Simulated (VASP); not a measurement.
# Zn2CdSe3 (I-4m2) in VASP: single point with PBE

Aim: the single point of Zn2CdSe3 with PBE.

All numbers are computed with VASP 6.6.1; they aren't measurements. Logs are shortened: lines on timing, memory, paths and dates and some standing lists are left out, and cuts for length are marked.

## (1) The cell of the first run

It takes space group I-4m2 (No. 119, tetragonal). The conventional cell has a = 4.145 Å, b = 4.145 Å, c = 17.805 Å, α = 90.00°, β = 90.00°, γ = 90.00°. Zn (site symmetry 2mm) has 4 Se at 2.49 to 2.50 Å within 3.3 Å. Cd (site symmetry -4m2) has 4 Se at 2.66 Å within 3.5 Å. Within 3.3 Å of Se (site symmetry 2mm) lie 2 Zn at 2.49 Å and 2 Cd at 2.66 Å. Within 3.3 Å of Se (site symmetry -4m2) lie 4 Zn at 2.50 Å.

## (2) Single point, PBE

INCAR reads:

```
PREC = Accurate
ENCUT = 520
EDIFF = 1E-6
ISMEAR = 0
SIGMA = 0.02
LREAL = F
LASPH = T
NELM = 80
ALGO = Normal
ISIF = 2
LWAVE = F
LCHARG = F
GGA = PE
NBANDS = 36
```

KPOINTS reads:

```
regular mesh
0
Gamma
  10 10 10
```

POSCAR reads:

```
Zn2CdSe3
1.0
   -2.0725097395      2.0725097395      8.9026317552
    2.0725097395     -2.0725097395      8.9026317552
    2.0725097395      2.0725097395     -8.9026317552
Zn Cd Se
2 1 3
Direct
    0.6715175367      0.6715175367      0.0000000000
    0.3284824633      0.3284824633      0.0000000000
    0.0000000000      0.0000000000      0.0000000000
    0.5936311352      0.0936311352      0.5000000000
    0.2500000000      0.7500000000      0.5000000000
    0.9063688648      0.4063688648      0.5000000000
```

Potentials or basis: VASP PAW PBE potentials, release 64 (Zn, Cd, Se).

Command:

```sh
cat potpaw_PBE.64/Zn/POTCAR potpaw_PBE.64/Cd/POTCAR potpaw_PBE.64/Se/POTCAR > POTCAR
mpirun -np 1 vasp_std > vasp.out
```

OUTCAR:

```text
PREC = Accurate
   ENCUT = 520
   EDIFF = 1E-6
   ISMEAR = 0
   LREAL = F
   LASPH = T
   NELM = 80
   ISIF = 2
   GGA = PE

 ion  position               nearest neighbor table
   1  0.672  0.672  0.000-   4 2.49   4 2.49   5 2.50   5 2.50
   2  0.328  0.328  0.000-   6 2.49   6 2.49   5 2.50   5 2.50
   3  0.000  0.000  0.000-   6 2.66   4 2.66   4 2.66   6 2.66
   4  0.594  0.094  0.500-   1 2.49   1 2.49   3 2.66   3 2.66
   5  0.250  0.750  0.500-   2 2.50   1 2.50   2 2.50   1 2.50
   6  0.906  0.406  0.500-   2 2.49   2 2.49   3 2.66   3 2.66

  LATTYP: Found a body centered tetragonal cell.
 ALAT       =     4.1450194790
 C/A-ratio  =     4.2955801778

  Lattice vectors:

 A1 = (  -2.0725097395,   2.0725097395,   8.9026317552)
 A2 = (   2.0725097395,  -2.0725097395,   8.9026317552)
 A3 = (   2.0725097395,   2.0725097395,  -8.9026317552)

Analysis of symmetry for initial positions (statically):
=====================================================================
 Subroutine PRICEL returns:
 Original cell was already a primitive cell.

 Routine SETGRP: Setting up the symmetry group for a
 body centered tetragonal supercell.

 Subroutine GETGRP returns: Found  8 space group operations
 (whereof  8 operations were pure point group operations)
 out of a pool of 16 trial point group operations.

The static configuration has the point symmetry D_2d.

Analysis of symmetry for dynamics (positions and initial velocities):
=====================================================================
 Subroutine PRICEL returns:
 Original cell was already a primitive cell.

 Routine SETGRP: Setting up the symmetry group for a
 body centered tetragonal supercell.

 Subroutine GETGRP returns: Found  8 space group operations
 (whereof  8 operations were pure point group operations)
 out of a pool of 16 trial point group operations.

The dynamic configuration has the point symmetry D_2d.

 Subroutine INISYM returns: Found  8 space group operations
 (whereof  8 operations are pure point group operations),
 and found     1 'primitive' translations

----------------------------------------------------------------------------------------

                                     Primitive cell

  volume of cell :     152.9578

  direct lattice vectors                    reciprocal lattice vectors
    -2.072509740  2.072509740  8.902631755     0.000000000  0.241253390  0.056163168
     2.072509740 -2.072509740  8.902631755     0.241253390  0.000000000  0.056163168
     2.072509740  2.072509740 -8.902631755     0.241253390  0.241253390  0.000000000

  length of vectors
     9.372696806  9.372696806  9.372696806     0.247704460  0.247704460  0.341183816

  position of ions in fractional coordinates (direct lattice)
     0.671517537  0.671517537  0.000000000
     0.328482463  0.328482463  0.000000000
     0.000000000  0.000000000  0.000000000
     0.593631135  0.093631135  0.500000000
     0.250000000  0.750000000  0.500000000
     0.906368865  0.406368865  0.500000000

  ion indices of the primitive-cell ions
   primitive index   ion index
                 1           1
                 2           2
                 3           3
                 4           4
                 5           5
                 6           6

----------------------------------------------------------------------------------------

 KPOINTS: regular mesh

Automatic generation of k-mesh.
 Grid dimensions read from file:
 generate k-points for:   10   10   10

 Generating k-lattice:

  Cartesian coordinates                     Fractional coordinates (reciprocal lattice)
     0.000000000  0.024125339  0.005616317     0.100000000  0.000000000  0.000000000
     0.024125339  0.000000000  0.005616317     0.000000000  0.100000000  0.000000000
     0.024125339  0.024125339  0.000000000     0.000000000  0.000000000  0.100000000

  Length of vectors
     0.024770446  0.024770446  0.034118382

  Shift w.r.t. Gamma in fractional coordinates (k-lattice)
     0.000000000  0.000000000  0.000000000

 Subroutine IBZKPT returns following result:
 ===========================================

 Found    102 irreducible k-points:

 Following reciprocal coordinates:
            Coordinates               Weight
  0.000000  0.000000  0.000000      1.000000
  0.100000 -0.000000  0.000000      8.000000
  0.200000 -0.000000  0.000000      8.000000
  0.300000 -0.000000  0.000000      8.000000
  0.400000 -0.000000  0.000000      8.000000
  0.500000 -0.000000  0.000000      4.000000
[... 16 lines left out ...]
  0.300000  0.300000  0.000000      8.000000
  0.400000  0.300000  0.000000     16.000000
 [... further k-points ...]
   k-points           NKPTS =    102   k-points in BZ     NKDIM =    102   number of bands    NBANDS=     36
   number of dos      NEDOS =    301   number of ions     NIONS =      6
   total plane-waves  NPLWV = 343000
   dimension x,y,z NGX =    70 NGY =   70 NGZ =   70
   dimension x,y,z NGXF=   140 NGYF=  140 NGZF=  140
   ions per type =               2   1   3
   NGX,Y,Z   is equivalent  to a cutoff of  12.42, 12.42, 12.42 a.u.
   NGXF,Y,Z  is equivalent  to a cutoff of  24.83, 24.83, 24.83 a.u.
 SYSTEM =  unknown system
   PREC   = accura    normal or accurate (medium, high low for compatibility)
   ISTART =      0    job   : 0-new  1-cont  2-samecut
   ICHARG =      2    charge: 1-file 2-atom 10-const
   ISPIN  =      1    spin polarized calculation?
   LNONCOLLINEAR =      F non collinear calculations
   LSORBIT =      F    spin-orbit coupling
   LASPH  =      T    aspherical Exc in radial PAW
   ENCUT  =  520.0 eV  38.22 Ry    6.18 a.u.  17.43 17.43 17.43*2*pi/ulx,y,z
   NELM   =     80;   NELMIN=  2; NELMDL= -5     # of ELM steps
   EDIFF  = 0.1E-05   stopping-criterion for ELM
   LREAL  =      F    real-space projection
   EDIFFG = 0.1E-04   stopping-criterion for IOM
   NSW    =      0    number of steps for IOM
   IBRION =     -1    ionic relax: 0-MD 1-quasi-New 2-CG
   NFREE  =      0    steps in history (QN), initial steepest desc. (CG)
   ISIF   =      2    stress and relaxation
   ISYM   =      2    0-nonsym 1-usesym 2-fastsym
   POTIM  = 0.5000    time-step for ionic-motion
   TEBEG  =    0.0;   TEEND  =   0.0 temperature during run
   PSTRESS=    0.0 pullay stress
   NELECT =      54.0000    total number of electrons
   NUPDOWN=      -1.0000    fix difference up-down
   EMIN   =  10.00;   EMAX   =-10.00  energy-range for DOS
   EFERMI =   0.00;   METHOD = LEGACY
   ISMEAR =     0;   SIGMA  =   0.02  broadening in eV -4-tet -1-fermi 0-gaus
   EFERMI_NEDOS =   21; number of points for ismear=-14 and -15
   IALGO  =     38    algorithm
   IMIX   =      4    mixing-type and parameters
     AMIX     =   0.40;   BMIX     =  1.00
     AMIX_MAG =   1.60;   BMIX_MAG =  1.00
  volume/ion in A,a.u.               =      25.49       172.04
  Fermi-wavevector in a.u.,A,eV,Ry     =   1.157041  2.186491 18.214729  1.338745
  Thomas-Fermi vector in A             =   2.293656
   LORBIT       =      0    0 simple, 1 ext, 2 COOP (PROOUT), +10 PAW based schemes
   GGA     = PE    functional components
   LHFCALC =     F    Hartree Fock is set to
   AEXX    =    0.0000 exact exchange contribution
   IVDW    =     0    specifies the selected vdW correction
   LEPSILON=     F    determine dielectric tensor
   LRPA    =     F    only Hartree local field effects (RPA)
 non-spin polarized calculation
 Gauss-broadening in eV      SIGMA  =   0.02
  energy-cutoff  :      520.00
  volume of cell :      152.96
 maximum number of plane-waves:      4138
 NGX is ok and might be reduce to    70
   NGX = 35   NGY = 35   NGZ = 35

 number of electron      53.9999996 magnetization

 Free energy of the ion-electron system (eV)
  ---------------------------------------------------
  ext. energy  EPLUGINS =         0.00000000
  ---------------------------------------------------
  free energy    TOTEN  =       -17.49552582 eV

  energy without entropy =      -17.49552582  energy(sigma->0) =      -17.49552582

 E-fermi :   1.1834     XC(G=0):  -8.9940

 val. band max:        1.0836195655   @ k =   0.0000   0.0000   0.0000
 cond. band min:       1.9039818560   @ k =   0.0000   0.0000   0.0000
 fundamental gap:      0.8203622905
 Fermi energy:         1.1834483581

 k-point     1 :       0.0000    0.0000    0.0000
  band No.  band energies     occupation
      1     -11.7548      2.00000
      2     -11.2217      2.00000
      3     -11.0662      2.00000
      4      -6.7057      2.00000
      5      -6.7057      2.00000
      6      -6.6702      2.00000
[... 28 lines left out ...]
     35       6.9425      0.00000
     36       8.8748      0.00000

 k-point     2 :       0.1000   -0.0000    0.0000
  band No.  band energies     occupation
      1     -11.7184      2.00000
      2     -11.2158      2.00000
      3     -11.0536      2.00000
      4      -6.7114      2.00000
      5      -6.7040      2.00000
      6      -6.6423      2.00000
[... 28 lines left out ...]
     35       7.1202      0.00000
     36       8.4801      0.00000

 k-point     3 :       0.2000   -0.0000    0.0000
  band No.  band energies     occupation
      1     -11.6160      2.00000
      2     -11.1971      2.00000
      3     -11.0290      2.00000
      4      -6.7076      2.00000
      5      -6.6995      2.00000
      6      -6.5868      2.00000
[... 28 lines left out ...]
     35       7.4900      0.00000
     36       7.9824      0.00000
[... 742 lines left out ...]
 k-point    23 :       0.3000    0.3000    0.0000
  band No.  band energies     occupation
      1     -11.2304      2.00000
      2     -11.0898      2.00000
      3     -10.9525      2.00000
      4      -6.6370      2.00000
      5      -6.6202      2.00000
      6      -6.5610      2.00000
[... 28 lines left out ...]
     35       7.9756      0.00000
     36       8.3643      0.00000

 k-point    24 :       0.4000    0.3000    0.0000
  band No.  band energies     occupation
      1     -11.1145      2.00000
      2     -11.0404      2.00000
      3     -10.9638      2.00000
      4      -6.6133      2.00000
      5      -6.5945      2.00000
      6      -6.5724      2.00000
[... 28 lines left out ...]
     35       8.1056      0.00000
     36       8.8001      0.00000

 [... further k-points ...]
[... 5 lines left out ...]
  --------------------------------------------------------------------------------------
  -------------------------------------------------------------------------------------
  Total        0.2049520      0.2049520      0.2075748      0.0000000      0.0000000      0.0000000
  in kB        2.1467981      2.1467981      2.1742709      0.0000000      0.0000000      0.0000000
  external PRESSURE =       2.1559557 kB  Pullay stress =       0.0000000 kB

 VOLUME and BASIS-vectors are now :
 -----------------------------------------------------------------------------
  energy-cutoff  :      520.00
  volume of cell :      152.96
      direct lattice vectors                 reciprocal lattice vectors
    -2.072509740  2.072509740  8.902631755     0.000000000  0.241253390  0.056163168
     2.072509740 -2.072509740  8.902631755     0.241253390  0.000000000  0.056163168
     2.072509740  2.072509740 -8.902631755     0.241253390  0.241253390  0.000000000

 POSITION                                       TOTAL-FORCE (eV/Angst)
 -----------------------------------------------------------------------------------
      0.00000      0.00000     11.95655        -0.000000      0.000000     -0.001112
      0.00000      0.00000      5.84872        -0.000000      0.000000      0.001112
      0.00000      0.00000      0.00000         0.000000     -0.000000     -0.000000
      0.00000      2.07251      1.66713        -0.000000     -0.000000      0.012795
      2.07251      0.00000      4.45132         0.000000     -0.000000     -0.000000
      0.00000      2.07251      7.23550         0.000000     -0.000000     -0.012795
 -----------------------------------------------------------------------------------
    total drift:                               -0.000002      0.000002      0.000000

  FREE ENERGIE OF THE ION-ELECTRON SYSTEM (eV)
  ---------------------------------------------------
  free  energy   TOTEN  =       -17.4955258223 eV

  energy  without entropy=      -17.4955258223  energy(sigma->0) =      -17.49552582
```

It took 22 min on 1 thread of Intel Xeon 6975P-C (Granite Rapids), shared host; peak memory 1 GiB.

Results:

```
Free energy            : -17.4955 eV
Pressure               : 0.2 GPa
Largest force          : 0.013 eV/Å
Band gap on the k mesh : 0.82 eV
```

Forces on the atoms (eV/Å):
```
Zn   0.000  0.000 -0.001
Zn   0.000  0.000  0.001
Cd   0.000  0.000  0.000
Se   0.000  0.000  0.013
Se   0.000  0.000  0.000
Se   0.000  0.000 -0.013
```

Levels at points of the mesh, in eV from the valence-band top:
| k point | band 24 | band 25 | band 26 | band 27 | band 28 | band 29 | band 30 | band 31 |
| --- | --- | --- | --- | --- | --- | --- | --- | --- |
| (0.00, 0.00, 0.00) | -1.37 | -0.11 | 0.00 | 0.00 | 0.82 | 3.41 | 3.43 | 3.74 |
| (0.50, 0.00, 0.00) | -0.97 | -0.95 | -0.81 | -0.51 | 2.34 | 3.37 | 3.52 | 5.61 |
| (0.50, 0.50, 0.00) | -2.28 | -2.25 | -1.95 | -1.94 | 3.08 | 3.44 | 4.32 | 4.49 |
| (0.50, 0.50, 0.50) | -0.75 | -0.75 | -0.45 | -0.45 | 2.64 | 2.73 | 3.24 | 3.48 |
